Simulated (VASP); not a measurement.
Write the native input for VASP 6.6.1 that does the following.

```yaml
Task: single point
Functional: PBEsol
Potentials_or_basis: VASP PAW PBE potentials, release 64 (Mg)
Cutoff: 520 eV
k_mesh: 10 × 10 × 9
Occupations: gaussian, width 0.1 eV
Spin: no spin polarisation
Dipole_correction: no
Further_INCAR_settings: ALGO = Normal; EDIFF = 1e-06; NBANDS = 7
```

The structure of Mg lies in POSCAR:

```
Mg
1.0
    3.0503000000      0.0000000000      0.0000000000
   -1.5251500000      2.6416370000      0.0000000000
    0.0000000000      0.0000000000      3.0448380000
Mg
1
Direct
    0.0000000000      0.0000000000      0.0000000000
```

One way to write it, as run:

INCAR

```
ALGO = Normal
EDIFF = 1E-6
ENCUT = 520
GGA = PS
ISIF = 2
ISMEAR = 0
LASPH = T
LCHARG = T
LELF = T
LREAL = F
LVHAR = T
LWAVE = F
NBANDS = 7
NELM = 100
PREC = Accurate
SIGMA = 0.1
```

KPOINTS

```
k-points
0
Gamma
  10 10 9
```

Potentials or basis: VASP PAW PBE potentials, release 64 (Mg).

The run is started by

```console
$ cat potpaw_PBE.64/Mg/POTCAR > POTCAR
$ mpirun -np 1 vasp_std > vasp.out
```

It gave:

* Pressure: 0.5 GPa
* Band gap on the k mesh: zero (band 1 reaches 4.06 eV, above the bottom of band 2 at 0.53 eV)

Caveat: the PAW data sets were made with another functional, which shifts forces and pressure a little.

Wall time 11 s on 1 thread of Intel Xeon 8259CL, with other jobs on the host, peak memory 0.14 GiB.
